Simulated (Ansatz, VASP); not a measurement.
## Two plane-wave programs on Si2C

```
CELL_PARAMETERS angstrom
2.81560 0.00000 0.00000
-1.40780 2.43838 0.00000
0.00000 0.00000 12.58650
ATOMIC_POSITIONS crystal
Si 0.33333 0.66667 0.66667
Si 0.33333 0.66667 0.33333
Si 0.66667 0.33333 0.66667
Si 0.66667 0.33333 0.33333
C 0.33333 0.66667 0.00000
C 0.66667 0.33333 0.00000
```

Alike in both runs: task single point; functional PBE; k mesh 6 × 6 × 2; occupations gaussian, width 0.1 eV; collinear spin.

|  | VASP | Ansatz |
| --- | --- | --- |
| version | VASP 6.6.1 | Ansatz 0.2.0 |
| potentials or method | VASP PAW PBE potentials, release 64 (Si, C), cutoff 520 eV | scalar-relativistic, plane waves, PAW |
| valence electrons in the cell | 24 | 24 |

|  | VASP | Ansatz | Ansatz less VASP |
| --- | --- | --- | --- |
| gap on the k mesh at the Fermi level (eV) | none | none | - |
| rms of the force components (eV/Å) | 0.006 | 0.010 | +0.0041 |
| net moment per atom (μB) | 0.00 | 0.00 | -0.001 |

Atom by atom the forces differ by 0.004 eV/Å (rms over components). A gap of «none» marks a metal or a gap that the smearing closes. The functional is the same, so the differences come from potentials, cutoffs and numerics. Ansatz's warnings: seeded moment not kept.

The k mesh is coarse, so the values compare programs but aren't converged.
